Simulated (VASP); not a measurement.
Write the native input for VASP 6.6.1 that does the following.

```yaml
Task: single point
Functional: PBEsol
Potentials_or_basis: VASP PAW PBE potentials, release 64 (Zn, Se)
Cutoff: 520 eV
k_mesh: 8 × 8 × 8
Occupations: gaussian, width 0.01 eV
Spin: no spin polarisation
Dipole_correction: no
Further_INCAR_settings: ALGO = Normal; EDIFF = 1e-06; NBANDS = 16
```

The structure of ZnSe lies in POSCAR:

```
ZnSe
1.0
    2.7896088731      2.7896088731      0.0000000000
   -2.7896088731      2.7896088731      0.0000000000
    0.0000000000      2.7896088731      2.7896088731
Zn Se
1 1
Direct
    0.0000000000      0.0000000000      0.0000000000
    0.7500000000      0.2500000000      0.5000000000
```

The input as run:

INCAR

```
SYSTEM = ZnSe
PREC = Accurate ; ENCUT = 520
EDIFF = 1E-6 ; ISMEAR = 0
SIGMA = 0.01 ; LREAL = .FALSE.
LASPH = .TRUE. ; NELM = 60
ALGO = Normal ; ISIF = 2
LWAVE = .FALSE. ; LCHARG = .FALSE.
GGA = PS ; NBANDS = 16
```

KPOINTS

```
Automatic mesh
0
G
  8 8 8
  0 0 0
```

Potentials or basis: VASP PAW PBE potentials, release 64 (Zn, Se).

Command:

```sh
$ cat potpaw_PBE.64/Zn/POTCAR potpaw_PBE.64/Se/POTCAR > POTCAR
$ mpirun -np 1 vasp_std > vasp.out
```

Results of the run:

```json
{
  "Pressure": "2.3 GPa",
  "Band gap on the k mesh": "1.36 eV, direct"
}
```

Caveat: the PAW data sets were made with another functional, which shifts forces and pressure a little.

Wall time 27 s on 1 thread of AMD EPYC 7R13, with other jobs on the host, peak memory 0.15 GiB.
